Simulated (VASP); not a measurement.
Crystal: PrYSe3.

```
Pr Y Se
1.0
     3.58605    2.07041    3.75941
    -3.58605    2.07041    3.75941
     0.00000   -4.14082    3.75941
Pr Y Se
1 1 3
Direct
  0.13214 0.13214 0.13214
  0.42668 0.42668 0.42668
  0.53038 0.98789 0.53038
  0.53038 0.53038 0.98789
  0.98789 0.53038 0.53038
```

The cell was generated, and may not be a known phase.

```yaml
Program: VASP 6.6.1
Task: relaxation of cell and atoms
Functional: PBE
Potentials_or_basis: VASP PAW PBE potentials, release 64 (Pr_3, Y_sv, Se), 4f in core
Cutoff: 500 eV
k_mesh: 2 × 2 × 2
Occupations: gaussian, width 0.15 eV
Spin: no spin polarisation
```

At the start: pressure 4.3 GPa; volume 33.49 Å³/atom.

Where does the relaxation end?

Over 19 steps the energy falls by 637.3 meV/atom and the volume is 35.35 Å³/atom (+5.5 %); space group R3m (No. 160, to 0.1 Å) before and after.

Step by step:
```
step  energy change (eV)  largest force (eV/Å)  pressure (GPa)  volume (Å³)
   1              0.0000                6.6096            4.31       167.47
   2             -1.2472                1.8182           -6.11       189.80
   3             -1.3855                1.9454           -4.45       182.96
   4             -2.2265                1.1969           -0.72       164.37
   5             -2.2753                1.2101            1.23       159.14
   6             -2.5120                0.7636            1.30       161.05
   7             -2.7725                1.1215            1.53       166.75
   8             -2.9357                0.9020           -0.35       175.02
   9             -2.9998                0.5929           -2.01       185.55
  10             -3.1169                0.5125           -0.30       183.58
  11             -3.1172                0.4968           -0.39       183.67
  12             -3.1580                0.2629           -0.33       181.80
  13             -3.1780                0.1185           -0.19       179.29
  14             -3.1813                0.1455            0.10       178.01
  15             -3.1816                0.1810            0.22       177.48
  16             -3.1838                0.1014            0.04       177.70
  17             -3.1841                0.1239           -0.07       177.83
  18             -3.1851                0.1037           -0.05       177.56
  19             -3.1866                0.0427            0.00       176.74
```

Final structure:
```
CELL_PARAMETERS angstrom
3.87229 2.23567 3.40252
-3.87229 2.23567 3.40252
0.00000 -4.47134 3.40252
ATOMIC_POSITIONS crystal
Pr 0.13432 0.13432 0.13432
Y 0.51734 0.51734 0.51734
Se 0.47606 0.00368 0.47606
Se 0.47606 0.47606 0.00368
Se 0.00368 0.47606 0.47606
```

Caveat: the k points lie up to 0.56 Å⁻¹ apart in the final cell; the relaxation stopped at a loose force limit of 0.08 eV/Å, so its end isn't a converged minimum.
